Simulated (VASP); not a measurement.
A run of VASP 6.6.1:

POSCAR

```
CdPt
1.0
    3.0344066018      0.0000000000      0.0000000000
    0.0000000000      3.0344066018      0.0000000000
    0.0000000000      0.0000000000      3.9091142573
Cd Pt
1 1
Direct
    0.0000000000      0.0000000000      0.0000000000
    0.5000000000      0.5000000000      0.5000000000
```

File INCAR.step1:

```
SYSTEM = CdPt
PREC = Accurate
ENCUT = 520
ISMEAR = 1
SIGMA = 0.1
LREAL = .FALSE.
LASPH = .TRUE.
NELM = 80
NBANDS = 18
GGA = PE
ALGO = Normal
EDIFF = 1E-4
LWAVE = .TRUE.
LCHARG = .FALSE.
```

The input INCAR.step2:

```
SYSTEM = CdPt
PREC = Accurate
ENCUT = 520
EDIFF = 1E-6
ISMEAR = 1
SIGMA = 0.1
LREAL = .FALSE.
LASPH = .TRUE.
NELM = 80
ALGO = Normal
ISIF = 2
LWAVE = .FALSE.
LCHARG = .FALSE.
METAGGA = R2SCAN
LMIXTAU = .TRUE.
NBANDS = 18
ISTART = 1
```

KPOINTS

```
Automatic mesh
0
G
  8 8 6
  0 0 0
```

Potentials or basis: VASP PAW PBE potentials, release 64 (Cd, Pt).

The run is started by

```console
$ cat potpaw_PBE.64/Cd/POTCAR potpaw_PBE.64/Pt/POTCAR > POTCAR
$ cp INCAR.step1 INCAR
$ mpirun -np 1 vasp_std > vasp.out
$ cp INCAR.step2 INCAR
$ mpirun -np 1 vasp_std > vasp.out
```

Hardware: 1 thread of Oxide Virtual Turin-like Processor (shared host).

**Question.** How long does it take, and how much memory?

**Answer.** Wall time 96 s on 1 thread of Oxide Virtual Turin-like Processor, on a shared host, peak memory 0.15 GiB. Counts: k points 60.
